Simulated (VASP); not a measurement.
# Pb (Fm-3m) in VASP: notebook, part 2 of 2

VASP 6.6.1. Earlier steps stand in the parts before.

**5. Single point, LDA**

INCAR reads:

```
PREC = Accurate ; ENCUT = 520
EDIFF = 1E-7 ; ISMEAR = -1
SIGMA = 0.1 ; LREAL = F
LASPH = T ; NELM = 60
ALGO = Normal ; ISIF = 2
LWAVE = F ; LCHARG = T
LELF = T ; LVHAR = T
NBANDS = 13
```

KPOINTS reads:

```
regular mesh
0
Gamma
  11 11 11
```

POSCAR reads:

```
Pb
1.0
    0.0000000000      2.4375492138      2.4375492138
    2.4375492138      0.0000000000      2.4375492138
    2.4375492138      2.4375492138      0.0000000000
Pb
1
Direct
    0.0000000000      0.0000000000      0.0000000000
```

Potentials or basis: VASP PAW LDA potentials, release 64 (Pb_d).

On the command line:

```sh
> cat potpaw_LDA.64/Pb_d/POTCAR > POTCAR
> mpirun -np 1 vasp_std > vasp.out
```

OUTCAR:

```text
PREC = Accurate
   ENCUT = 520
   EDIFF = 1E-7
   ISMEAR = -1
   LREAL = F
   LASPH = T
   NELM = 60
   ISIF = 2

 ion  position               nearest neighbor table
   1  0.000  0.000  0.000-

  LATTYP: Found a face centered cubic cell.
 ALAT       =     4.8750984276

  Lattice vectors:

 A1 = (   0.0000000000,   2.4375492138,   2.4375492138)
 A2 = (   2.4375492138,   0.0000000000,   2.4375492138)
 A3 = (   2.4375492138,   2.4375492138,   0.0000000000)

Analysis of symmetry for initial positions (statically):
=====================================================================
 Subroutine PRICEL returns:
 Original cell was already a primitive cell.

 Routine SETGRP: Setting up the symmetry group for a
 face centered cubic supercell.

 Subroutine GETGRP returns: Found 48 space group operations
 (whereof 48 operations were pure point group operations)
 out of a pool of 48 trial point group operations.

The static configuration has the point symmetry O_h .

Analysis of symmetry for dynamics (positions and initial velocities):
=====================================================================
 Subroutine PRICEL returns:
 Original cell was already a primitive cell.

 Routine SETGRP: Setting up the symmetry group for a
 face centered cubic supercell.

 Subroutine GETGRP returns: Found 48 space group operations
 (whereof 48 operations were pure point group operations)
 out of a pool of 48 trial point group operations.

The dynamic configuration has the point symmetry O_h .

 Subroutine INISYM returns: Found 48 space group operations
 (whereof 48 operations are pure point group operations),
 and found     1 'primitive' translations

----------------------------------------------------------------------------------------

                                     Primitive cell

  volume of cell :      28.9661

  direct lattice vectors                    reciprocal lattice vectors
     0.000000000  2.437549214  2.437549214    -0.205124064  0.205124064  0.205124064
     2.437549214  0.000000000  2.437549214     0.205124064 -0.205124064  0.205124064
     2.437549214  2.437549214  0.000000000     0.205124064  0.205124064 -0.205124064

  length of vectors
     3.447215157  3.447215157  3.447215157     0.355285300  0.355285300  0.355285300

  position of ions in fractional coordinates (direct lattice)
     0.000000000  0.000000000  0.000000000

  ion indices of the primitive-cell ions
   primitive index   ion index
                 1           1

----------------------------------------------------------------------------------------

 KPOINTS: regular mesh

Automatic generation of k-mesh.
 Grid dimensions read from file:
 generate k-points for:   11   11   11

 Generating k-lattice:

  Cartesian coordinates                     Fractional coordinates (reciprocal lattice)
    -0.018647642  0.018647642  0.018647642     0.090909091  0.000000000  0.000000000
     0.018647642 -0.018647642  0.018647642     0.000000000  0.090909091  0.000000000
     0.018647642  0.018647642 -0.018647642     0.000000000  0.000000000  0.090909091

  Length of vectors
     0.032298664  0.032298664  0.032298664

  Shift w.r.t. Gamma in fractional coordinates (k-lattice)
     0.000000000  0.000000000  0.000000000

 Subroutine IBZKPT returns following result:
 ===========================================

 Found     56 irreducible k-points:

 Following reciprocal coordinates:
            Coordinates               Weight
  0.000000  0.000000  0.000000      1.000000
  0.090909  0.000000  0.000000      8.000000
  0.181818  0.000000  0.000000      8.000000
  0.272727  0.000000  0.000000      8.000000
  0.363636  0.000000  0.000000      8.000000
  0.454545  0.000000  0.000000      8.000000
[... 16 lines left out ...]
 -0.272727  0.181818  0.000000     24.000000
 -0.181818  0.181818  0.000000     12.000000
 [... further k-points ...]
   k-points           NKPTS =     56   k-points in BZ     NKDIM =     56   number of bands    NBANDS=     13
   number of dos      NEDOS =    301   number of ions     NIONS =      1
   total plane-waves  NPLWV =  21952
   dimension x,y,z NGX =    28 NGY =   28 NGZ =   28
   dimension x,y,z NGXF=    56 NGYF=   56 NGZF=   56
   ions per type =               1
   NGX,Y,Z   is equivalent  to a cutoff of  13.50, 13.50, 13.50 a.u.
   NGXF,Y,Z  is equivalent  to a cutoff of  27.01, 27.01, 27.01 a.u.
 SYSTEM =  unknown system
   PREC   = accura    normal or accurate (medium, high low for compatibility)
   ISTART =      0    job   : 0-new  1-cont  2-samecut
   ICHARG =      2    charge: 1-file 2-atom 10-const
   ISPIN  =      1    spin polarized calculation?
   LNONCOLLINEAR =      F non collinear calculations
   LSORBIT =      F    spin-orbit coupling
   LASPH  =      T    aspherical Exc in radial PAW
   ENCUT  =  520.0 eV  38.22 Ry    6.18 a.u.   6.41  6.41  6.41*2*pi/ulx,y,z
   NELM   =     60;   NELMIN=  2; NELMDL= -5     # of ELM steps
   EDIFF  = 0.1E-06   stopping-criterion for ELM
   LREAL  =      F    real-space projection
   EDIFFG = 0.1E-05   stopping-criterion for IOM
   NSW    =      0    number of steps for IOM
   IBRION =     -1    ionic relax: 0-MD 1-quasi-New 2-CG
   NFREE  =      0    steps in history (QN), initial steepest desc. (CG)
   ISIF   =      2    stress and relaxation
   ISYM   =      2    0-nonsym 1-usesym 2-fastsym
   POTIM  = 0.5000    time-step for ionic-motion
   TEBEG  =    0.0;   TEEND  =   0.0 temperature during run
   PSTRESS=    0.0 pullay stress
   NELECT =      14.0000    total number of electrons
   NUPDOWN=      -1.0000    fix difference up-down
   EMIN   =  10.00;   EMAX   =-10.00  energy-range for DOS
   EFERMI =   0.00;   METHOD = LEGACY
   ISMEAR =    -1;   SIGMA  =   0.10  broadening in eV -4-tet -1-fermi 0-gaus
   EFERMI_NEDOS =   21; number of points for ismear=-14 and -15
   IALGO  =     38    algorithm
   IMIX   =      4    mixing-type and parameters
     AMIX     =   0.40;   BMIX     =  1.00
     AMIX_MAG =   1.60;   BMIX_MAG =  1.00
  volume/ion in A,a.u.               =      28.97       195.47
  Fermi-wavevector in a.u.,A,eV,Ry     =   1.284756  2.427838 22.457762  1.650599
  Thomas-Fermi vector in A             =   2.416931
   LORBIT       =      0    0 simple, 1 ext, 2 COOP (PROOUT), +10 PAW based schemes
   GGA     = CA    functional components
   LHFCALC =     F    Hartree Fock is set to
   AEXX    =    0.0000 exact exchange contribution
   IVDW    =     0    specifies the selected vdW correction
   LEPSILON=     F    determine dielectric tensor
   LRPA    =     F    only Hartree local field effects (RPA)
 non-spin polarized calculation
  energy-cutoff  :      520.00
  volume of cell :       28.97
 maximum number of plane-waves:       793
 NGX is ok and might be reduce to    28
   NGX = 13   NGY = 13   NGZ = 13

 number of electron      13.9999999 magnetization

 Free energy of the ion-electron system (eV)
  ---------------------------------------------------
  ext. energy  EPLUGINS =         0.00000000
  ---------------------------------------------------
  free energy    TOTEN  =        -4.26477529 eV

  energy without entropy =       -4.25217055  energy(sigma->0) =       -4.25847292

 E-fermi :   7.6025     XC(G=0): -10.6761

 val. band max:        7.3497405621   @ k =  -0.4545   0.3636   0.0000
 cond. band min:       7.6727983514   @ k =   0.2727   0.0000   0.0000
 fundamental gap:      0.3230577893
 Fermi energy:         7.6024793670

 k-point     1 :       0.0000    0.0000    0.0000
  band No.  band energies     occupation
      1      -9.5145      2.00000
      2      -9.5145      2.00000
      3      -9.5145      2.00000
      4      -9.3507      2.00000
      5      -9.3507      2.00000
      6      -4.5511      2.00000
      7      15.2487      0.00000
      8      15.2487      0.00000
      9      15.2487      0.00000
     10      17.3856      0.00000
     11      19.5911      0.00000
     12      20.3939      0.00000
     13      20.3939      0.00000
[... 353 lines left out ...]
 k-point    24 :      -0.1818    0.1818    0.0000
  band No.  band energies     occupation
      1      -9.5098      2.00000
      2      -9.4766      2.00000
      3      -9.4039      2.00000
      4      -9.3858      2.00000
      5      -9.2719      2.00000
      6      -2.7820      2.00000
      7       8.4400      0.00046
      8      10.1084      0.00000
      9      14.6415      0.00000
     10      17.4437      0.00000
     11      18.9064      0.00000
     12      20.1843      0.00000
     13      21.0326      0.00000

 [... further k-points ...]

------------------------ aborting loop because EDIFF is reached ----------------------------------------

  FORCE on cell =-STRESS in cart. coord.  units (eV):
  Direction    XX          YY          ZZ          XY          YZ          ZX
  --------------------------------------------------------------------------------------
  -------------------------------------------------------------------------------------
  Total        0.0080083      0.0080083      0.0080083     -0.0000000      0.0000000     -0.0000000
  in kB        0.4429554      0.4429554      0.4429554     -0.0000000      0.0000000     -0.0000000
  external PRESSURE =       0.4429554 kB  Pullay stress =       0.0000000 kB

 VOLUME and BASIS-vectors are now :
 -----------------------------------------------------------------------------
  energy-cutoff  :      520.00
  volume of cell :       28.97
      direct lattice vectors                 reciprocal lattice vectors
     0.000000000  2.437549214  2.437549214    -0.205124064  0.205124064  0.205124064
     2.437549214  0.000000000  2.437549214     0.205124064 -0.205124064  0.205124064
     2.437549214  2.437549214  0.000000000     0.205124064  0.205124064 -0.205124064

 POSITION                                       TOTAL-FORCE (eV/Angst)
 -----------------------------------------------------------------------------------
      0.00000      0.00000      0.00000         0.000000      0.000000     -0.000000
 -----------------------------------------------------------------------------------
    total drift:                               -0.000000     -0.000000     -0.000000

  FREE ENERGIE OF THE ION-ELECTRON SYSTEM (eV)
  ---------------------------------------------------
  free  energy   TOTEN  =        -4.2647752884 eV

  energy  without entropy=       -4.2521705539  energy(sigma->0) =       -4.25847292
```

OSZICAR:

```text
N       E                     dE             d eps       ncg     rms          rms(c)
DAV:   1     0.107575482572E+03    0.10758E+03   -0.71415E+03  1461   0.128E+03
DAV:   2     0.912631454353E+00   -0.10666E+03   -0.10279E+03  1531   0.315E+02
DAV:   3    -0.416373240818E+01   -0.50764E+01   -0.50602E+01  1789   0.742E+01
DAV:   4    -0.427657347666E+01   -0.11284E+00   -0.11281E+00  1775   0.117E+01
DAV:   5    -0.428184888147E+01   -0.52754E-02   -0.52752E-02  2096   0.236E+00    0.597E-01
DAV:   6    -0.426864810430E+01    0.13201E-01   -0.15842E-02  1801   0.229E+00    0.283E-01
DAV:   7    -0.426506857800E+01    0.35795E-02   -0.63097E-03  1876   0.132E+00    0.847E-02
DAV:   8    -0.426477590668E+01    0.29267E-03   -0.36669E-04  2136   0.325E-01    0.823E-03
DAV:   9    -0.426477515158E+01    0.75511E-06   -0.70590E-06  2058   0.453E-02    0.376E-03
DAV:  10    -0.426477528949E+01   -0.13792E-06   -0.26506E-07  1821   0.610E-03    0.110E-04
DAV:  11    -0.426477528842E+01    0.10746E-08   -0.72654E-09  1253   0.861E-04
   1 F= -.42647753E+01 E0= -.42584729E+01  d E =-.126047E-01
```

It took 21 s on 1 thread of Intel Xeon 8259CL, shared host; peak memory 0.15 GiB.

Results:

```
Free energy            : -4.2648 eV
Pressure               : 0.0 GPa
Band gap on the k mesh : zero (band 7 reaches 15.25 eV, above the bottom of band 8 at 6.00 eV)
```

Caveat: spin-orbit coupling is left out, which moves the levels of the heavy elements.

**6. Single point, LDA**

INCAR reads:

```
SYSTEM = Pb
PREC     = Accurate       ! precision mode
ENCUT    = 520            ! plane-wave cutoff, eV
EDIFF    = 1E-7           ! SCF threshold, eV
ISMEAR   = -1             ! smearing method
SIGMA    = 0.1            ! smearing width, eV
LREAL    = .False.        ! projectors in reciprocal space
LASPH    = .True.         ! aspherical terms in the spheres
NELM     = 60             ! most SCF steps
ALGO     = Normal         ! electronic algorithm
ISIF     = 2              ! what is computed and relaxed
LWAVE    = .False.        ! write WAVECAR
LCHARG   = .True.         ! write CHGCAR
GGA      = CA             ! functional
LELF     = .True.         ! ELF
LVHAR    = .True.       
NBANDS   = 13             ! bands
```

KPOINTS reads:

```
regular mesh
0
Gamma
  11 11 11
  0 0 0
```

POSCAR is that of step 5.

Potentials or basis: VASP PAW LDA potentials, release 64 (Pb_d).

On the command line:

```sh
> cat potpaw_LDA.64/Pb_d/POTCAR > POTCAR
> mpirun -np 1 vasp_std > vasp.out
```

It took 27 s on 1 thread of Intel Xeon 8259CL, shared host; peak memory 0.15 GiB.

The run converged. Its results:

```yaml
Free_energy: -4.2648 eV
Pressure: 0.0 GPa
Band_gap_on_the_k_mesh: zero (band 7 reaches 15.25 eV, above the bottom of band 8 at 6.00 eV)
```

Levels at points of the mesh, in eV from the Fermi level:
```
           k point  band 4  band 5  band 6  band 7  band 8  band 9  band 10  band 11
(0.00, 0.00, 0.00)  -16.95  -16.95  -12.15    7.65    7.65    7.65     9.78    11.99
```

Caveat: spin-orbit coupling is left out, which moves the levels of the heavy elements.

**7. Overview**

| k mesh | gap on the mesh (eV) | pressure (GPa) |
| --- | --- | --- |
| 7 × 7 × 7 | none | 0.8 |
| 9 × 9 × 9 | none | 0.1 |
| 11 × 11 × 11 | none | 0.0 |

Alike in all rows: task single point; level LDA; potentials or basis VASP PAW LDA potentials, release 64 (Pb_d); no spin polarisation; cell as given; cutoff (eV) 520; smearing fermi-dirac 0.1 eV.

Every run on the cell as given and a fine mesh finds a metal.

Caveats: spin-orbit coupling is left out, which moves the levels of the heavy elements.

Total energies depend on the potentials used, so only differences within one code and one set of settings carry meaning.
